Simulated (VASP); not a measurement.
# Hf2N (P4_2/mnm) in VASP: single point with LDA

Aim: the single point of Hf2N with LDA.

Program: VASP 6.6.1. These are calculated values, not measurements. Logs are shortened: lines on timing, memory, paths and dates and some standing lists are left out, and cuts for length are marked.

### 1 The cell of the first run

It takes space group P4_2/mnm (No. 136, tetragonal). The conventional cell has a = 5.252 Å, b = 5.252 Å, c = 3.201 Å, α = 90.00°, β = 90.00°, γ = 90.00°. Within 2.9 Å of Hf (site symmetry m2m) lie 3 N at 2.19 to 2.21 Å. Within 2.9 Å of N (site symmetry mmm) lie 6 Hf at 2.19 to 2.21 Å.

### 2 Single point, LDA

File INCAR:

```
PREC = Accurate
ENCUT = 520
EDIFF = 1E-6
ISMEAR = 0
SIGMA = 0.15
LREAL = F
LASPH = T
NELM = 80
ALGO = Normal
ISIF = 2
LWAVE = F
LCHARG = T
LELF = T
LVHAR = T
NBANDS = 34
```

File KPOINTS:

```
regular mesh
0
Gamma
  8 8 12
```

File POSCAR:

```
Hf2N
1.0
    5.2521585898      0.0000000000      0.0000000000
    0.0000000000      5.2521585898      0.0000000000
    0.0000000000      0.0000000000      3.2005839592
Hf N
4 2
Direct
    0.2954034337      0.2954034337      0.0000000000
    0.7045965663      0.7045965663      0.0000000000
    0.7954034337      0.2045965663      0.5000000000
    0.2045965663      0.7954034337      0.5000000000
    0.0000000000      0.0000000000      0.0000000000
    0.5000000000      0.5000000000      0.5000000000
```

Potentials or basis: VASP PAW LDA potentials, release 64 (Hf_pv, N).

The run is started by

```console
cat potpaw_LDA.64/Hf_pv/POTCAR potpaw_LDA.64/N/POTCAR > POTCAR
mpirun -np 1 vasp_std > vasp.out
```

OUTCAR:

```text
PREC = Accurate
   ENCUT = 520
   EDIFF = 1E-6
   ISMEAR = 0
   LREAL = F
   LASPH = T
   NELM = 80
   ISIF = 2

 ion  position               nearest neighbor table
   1  0.295  0.295  0.000-   5 2.19   6 2.21   6 2.21   2 3.04   4 3.11   3 3.11   4 3.11   3 3.11
                             4 3.11   4 3.11   3 3.11   3 3.11   2 3.77   2 3.77
   2  0.705  0.705  0.000-   5 2.19   6 2.21   6 2.21   1 3.04   4 3.11   3 3.11   4 3.11   3 3.11
                             3 3.11   3 3.11   4 3.11   4 3.11   1 3.77   1 3.77
   3  0.795  0.205  0.500-   6 2.19   5 2.21   5 2.21   4 3.04   1 3.11   1 3.11   2 3.11   2 3.11
                             2 3.11   2 3.11   1 3.11   1 3.11   4 3.77   4 3.77
   4  0.205  0.795  0.500-   6 2.19   5 2.21   5 2.21   3 3.04   1 3.11   1 3.11   2 3.11   2 3.11
                             1 3.11   1 3.11   2 3.11   2 3.11   3 3.77   3 3.77
   5  0.000  0.000  0.000-   1 2.19   2 2.19   3 2.21   4 2.21   3 2.21   4 2.21
   6  0.500  0.500  0.500-   3 2.19   4 2.19   1 2.21   2 2.21   1 2.21   2 2.21

  LATTYP: Found a simple tetragonal cell.
 ALAT       =     5.2521585898
 C/A-ratio  =     0.6093844853

  Lattice vectors:

 A1 = (   5.2521585898,   0.0000000000,   0.0000000000)
 A2 = (   0.0000000000,   5.2521585898,   0.0000000000)
 A3 = (   0.0000000000,   0.0000000000,   3.2005839592)

Analysis of symmetry for initial positions (statically):
=====================================================================
 Subroutine PRICEL returns:
 Original cell was already a primitive cell.

 Routine SETGRP: Setting up the symmetry group for a
 simple tetragonal supercell.

 Subroutine GETGRP returns: Found 16 space group operations
 (whereof  8 operations were pure point group operations)
 out of a pool of 16 trial point group operations.

The static configuration has the point symmetry D_2h.
 The point group associated with its full space group is D_4h.

Analysis of symmetry for dynamics (positions and initial velocities):
=====================================================================
 Subroutine PRICEL returns:
 Original cell was already a primitive cell.

 Routine SETGRP: Setting up the symmetry group for a
 simple tetragonal supercell.

 Subroutine GETGRP returns: Found 16 space group operations
 (whereof  8 operations were pure point group operations)
 out of a pool of 16 trial point group operations.

The dynamic configuration has the point symmetry D_2h.
 The point group associated with its full space group is D_4h.

 Subroutine INISYM returns: Found 16 space group operations
 (whereof  8 operations are pure point group operations),
 and found     1 'primitive' translations

----------------------------------------------------------------------------------------

                                     Primitive cell

  volume of cell :      88.2887

  direct lattice vectors                    reciprocal lattice vectors
     5.252158590  0.000000000  0.000000000     0.190397906  0.000000000  0.000000000
     0.000000000  5.252158590  0.000000000     0.000000000  0.190397906  0.000000000
     0.000000000  0.000000000  3.200583959     0.000000000  0.000000000  0.312442983

  length of vectors
     5.252158590  5.252158590  3.200583959     0.190397906  0.190397906  0.312442983

  position of ions in fractional coordinates (direct lattice)
     0.295403434  0.295403434  0.000000000
     0.704596566  0.704596566  0.000000000
     0.795403434  0.204596566  0.500000000
     0.204596566  0.795403434  0.500000000
     0.000000000  0.000000000  0.000000000
     0.500000000  0.500000000  0.500000000

  ion indices of the primitive-cell ions
   primitive index   ion index
                 1           1
                 2           2
                 3           3
                 4           4
                 5           5
                 6           6

----------------------------------------------------------------------------------------

 KPOINTS: regular mesh

Automatic generation of k-mesh.
 Grid dimensions read from file:
 generate k-points for:    8    8   12

 Generating k-lattice:

  Cartesian coordinates                     Fractional coordinates (reciprocal lattice)
     0.023799738  0.000000000  0.000000000     0.125000000  0.000000000  0.000000000
     0.000000000  0.023799738  0.000000000     0.000000000  0.125000000  0.000000000
     0.000000000  0.000000000  0.026036915     0.000000000  0.000000000  0.083333333

  Length of vectors
     0.023799738  0.023799738  0.026036915

  Shift w.r.t. Gamma in fractional coordinates (k-lattice)
     0.000000000  0.000000000  0.000000000

 Subroutine IBZKPT returns following result:
 ===========================================

 Found    105 irreducible k-points:

 Following reciprocal coordinates:
            Coordinates               Weight
  0.000000  0.000000  0.000000      1.000000
  0.125000  0.000000  0.000000      4.000000
  0.250000  0.000000  0.000000      4.000000
  0.375000  0.000000  0.000000      4.000000
  0.500000  0.000000  0.000000      2.000000
  0.125000  0.125000  0.000000      4.000000
[... 16 lines left out ...]
  0.375000  0.125000  0.083333     16.000000
  0.500000  0.125000  0.083333      8.000000
 [... further k-points ...]
   k-points           NKPTS =    105   k-points in BZ     NKDIM =    105   number of bands    NBANDS=     34
   number of dos      NEDOS =    301   number of ions     NIONS =      6
   total plane-waves  NPLWV =  38400
   dimension x,y,z NGX =    40 NGY =   40 NGZ =   24
   dimension x,y,z NGXF=    80 NGYF=   80 NGZF=   48
   ions per type =               4   2
   NGX,Y,Z   is equivalent  to a cutoff of  12.66, 12.66, 12.47 a.u.
   NGXF,Y,Z  is equivalent  to a cutoff of  25.32, 25.32, 24.93 a.u.
 SYSTEM =  unknown system
   PREC   = accura    normal or accurate (medium, high low for compatibility)
   ISTART =      0    job   : 0-new  1-cont  2-samecut
   ICHARG =      2    charge: 1-file 2-atom 10-const
   ISPIN  =      1    spin polarized calculation?
   LNONCOLLINEAR =      F non collinear calculations
   LSORBIT =      F    spin-orbit coupling
   LASPH  =      T    aspherical Exc in radial PAW
   ENCUT  =  520.0 eV  38.22 Ry    6.18 a.u.   9.77  9.77  5.95*2*pi/ulx,y,z
   NELM   =     80;   NELMIN=  2; NELMDL= -5     # of ELM steps
   EDIFF  = 0.1E-05   stopping-criterion for ELM
   LREAL  =      F    real-space projection
   EDIFFG = 0.1E-04   stopping-criterion for IOM
   NSW    =      0    number of steps for IOM
   IBRION =     -1    ionic relax: 0-MD 1-quasi-New 2-CG
   NFREE  =      0    steps in history (QN), initial steepest desc. (CG)
   ISIF   =      2    stress and relaxation
   ISYM   =      2    0-nonsym 1-usesym 2-fastsym
   POTIM  = 0.5000    time-step for ionic-motion
   TEBEG  =    0.0;   TEEND  =   0.0 temperature during run
   PSTRESS=    0.0 pullay stress
   NELECT =      50.0000    total number of electrons
   NUPDOWN=      -1.0000    fix difference up-down
   EMIN   =  10.00;   EMAX   =-10.00  energy-range for DOS
   EFERMI =   0.00;   METHOD = LEGACY
   ISMEAR =     0;   SIGMA  =   0.15  broadening in eV -4-tet -1-fermi 0-gaus
   EFERMI_NEDOS =   21; number of points for ismear=-14 and -15
   IALGO  =     38    algorithm
   IMIX   =      4    mixing-type and parameters
     AMIX     =   0.40;   BMIX     =  1.00
     AMIX_MAG =   1.60;   BMIX_MAG =  1.00
  volume/ion in A,a.u.               =      14.71        99.30
  Fermi-wavevector in a.u.,A,eV,Ry     =   1.354451  2.559541 24.960387  1.834537
  Thomas-Fermi vector in A             =   2.481621
   LORBIT       =      0    0 simple, 1 ext, 2 COOP (PROOUT), +10 PAW based schemes
   GGA     = CA    functional components
   LHFCALC =     F    Hartree Fock is set to
   AEXX    =    0.0000 exact exchange contribution
   IVDW    =     0    specifies the selected vdW correction
   LEPSILON=     F    determine dielectric tensor
   LRPA    =     F    only Hartree local field effects (RPA)
 non-spin polarized calculation
 Gauss-broadening in eV      SIGMA  =   0.15
  energy-cutoff  :      520.00
  volume of cell :       88.29
 maximum number of plane-waves:      2412
 NGX is ok and might be reduce to    40
   NGX = 19   NGY = 19   NGZ = 11

 number of electron      50.0000008 magnetization

 Free energy of the ion-electron system (eV)
  ---------------------------------------------------
  ext. energy  EPLUGINS =         0.00000000
  ---------------------------------------------------
  free energy    TOTEN  =       -69.60887989 eV

  energy without entropy =      -69.58136273  energy(sigma->0) =      -69.59512131

 E-fermi :   6.0800     XC(G=0): -12.3620

 val. band max:        6.0782316606   @ k =   0.5000   0.0000   0.2500
 cond. band min:       6.0974582382   @ k =   0.2500   0.2500   0.3333
 fundamental gap:      0.0192265776
 Fermi energy:         6.0800395281

 k-point     1 :       0.0000    0.0000    0.0000
  band No.  band energies     occupation
      1     -24.9577      2.00000
      2     -24.3789      2.00000
      3     -24.3121      2.00000
      4     -24.3121      2.00000
      5     -24.0556      2.00000
      6     -23.8854      2.00000
[... 26 lines left out ...]
     33       9.4437      0.00000
     34       9.4437      0.00000

 k-point     2 :       0.1250    0.0000    0.0000
  band No.  band energies     occupation
      1     -24.9325      2.00000
      2     -24.3721      2.00000
      3     -24.3420      2.00000
      4     -24.2757      2.00000
      5     -24.0460      2.00000
      6     -23.8799      2.00000
[... 26 lines left out ...]
     33       9.4243      0.00000
     34       9.8009      0.00000

 k-point     3 :       0.2500    0.0000    0.0000
  band No.  band energies     occupation
      1     -24.8620      2.00000
      2     -24.4198      2.00000
      3     -24.3306      2.00000
      4     -24.1908      2.00000
      5     -24.0186      2.00000
      6     -23.8855      2.00000
[... 26 lines left out ...]
     33       9.3817      0.00000
     34      10.2387      0.00000

 k-point     4 :       0.3750    0.0000    0.0000
  band No.  band energies     occupation
      1     -24.7598      2.00000
      2     -24.5253      2.00000
      3     -24.2420      2.00000
      4     -24.0822      2.00000
      5     -23.9769      2.00000
      6     -23.9699      2.00000
[... 26 lines left out ...]
     33       9.8172      0.00000
     34      10.5783      0.00000

 k-point     5 :       0.5000    0.0000    0.0000
  band No.  band energies     occupation
      1     -24.6427      2.00000
      2     -24.6427      2.00000
      3     -24.1127      2.00000
      4     -24.1127      2.00000
      5     -23.9695      2.00000
      6     -23.9695      2.00000
[... 621 lines left out ...]
 k-point    22 :       0.2500    0.1250    0.0833
  band No.  band energies     occupation
      1     -24.8210      2.00000
      2     -24.3995      2.00000
      3     -24.3195      2.00000
      4     -24.1920      2.00000
      5     -24.0215      2.00000
      6     -23.9037      2.00000
[... 26 lines left out ...]
     33       9.8619      0.00000
     34      10.6779      0.00000

 k-point    23 :       0.3750    0.1250    0.0833
  band No.  band energies     occupation
      1     -24.7223      2.00000
      2     -24.4974      2.00000
      3     -24.2422      2.00000
      4     -24.1105      2.00000
      5     -23.9913      2.00000
      6     -23.9724      2.00000
[... 26 lines left out ...]
     33      10.1727      0.00000
     34      10.7536      0.00000

 k-point    24 :       0.5000    0.1250    0.0833
  band No.  band energies     occupation
      1     -24.6095      2.00000
      2     -24.6095      2.00000
      3     -24.1271      2.00000
      4     -24.1271      2.00000
      5     -24.0267      2.00000
      6     -24.0267      2.00000
[... 26 lines left out ...]
     33      10.2236      0.00000
     34      10.2236      0.00000

 [... further k-points ...]

------------------------ aborting loop because EDIFF is reached ----------------------------------------

  FORCE on cell =-STRESS in cart. coord.  units (eV):
  Direction    XX          YY          ZZ          XY          YZ          ZX
  --------------------------------------------------------------------------------------
  -------------------------------------------------------------------------------------
  Total       -0.0707736     -0.0707736     -0.1488568     -0.0000000      0.0000000      0.0000000
  in kB       -1.2843315     -1.2843315     -2.7013103     -0.0000000      0.0000000      0.0000000
  external PRESSURE =      -1.7566578 kB  Pullay stress =       0.0000000 kB

 VOLUME and BASIS-vectors are now :
 -----------------------------------------------------------------------------
  energy-cutoff  :      520.00
  volume of cell :       88.29
      direct lattice vectors                 reciprocal lattice vectors
     5.252158590  0.000000000  0.000000000     0.190397906  0.000000000  0.000000000
     0.000000000  5.252158590  0.000000000     0.000000000  0.190397906  0.000000000
     0.000000000  0.000000000  3.200583959     0.000000000  0.000000000  0.312442983

 POSITION                                       TOTAL-FORCE (eV/Angst)
 -----------------------------------------------------------------------------------
      1.55151      1.55151      0.00000         0.004362      0.004362      0.000000
      3.70065      3.70065      0.00000        -0.004362     -0.004362     -0.000000
      4.17758      1.07457      1.60029         0.004362     -0.004362     -0.000000
      1.07457      4.17758      1.60029        -0.004362      0.004362     -0.000000
      0.00000      0.00000      0.00000         0.000000      0.000000     -0.000000
      2.62608      2.62608      1.60029         0.000000      0.000000     -0.000000
 -----------------------------------------------------------------------------------
    total drift:                                0.000000     -0.000000     -0.000000

  FREE ENERGIE OF THE ION-ELECTRON SYSTEM (eV)
  ---------------------------------------------------
  free  energy   TOTEN  =       -69.6088798862 eV

  energy  without entropy=      -69.5813627270  energy(sigma->0) =      -69.59512131
```

Wall time 2.5 min (1 thread of Intel Xeon Platinum 8488C (Sapphire Rapids), shared host); peak memory 0.34 GiB.

Results:

```yaml
Free_energy: -69.6089 eV
Pressure: -0.2 GPa
Largest_force: 0.006 eV/Å
Band_gap_on_the_k_mesh: zero (bands 25 and 26 overlap by 2.78 eV)
```

Forces on the atoms (eV/Å):
```
Hf   0.004  0.004  0.000
Hf  -0.004 -0.004  0.000
Hf   0.004 -0.004  0.000
Hf  -0.004  0.004  0.000
N    0.000  0.000  0.000
N    0.000  0.000  0.000
```

Stress tensor (GPa, compression positive):
```
-0.13  0.00  0.00
 0.00 -0.13  0.00
 0.00  0.00 -0.27
```

Caveat: spin-orbit coupling is left out, which moves the levels of the heavy elements.
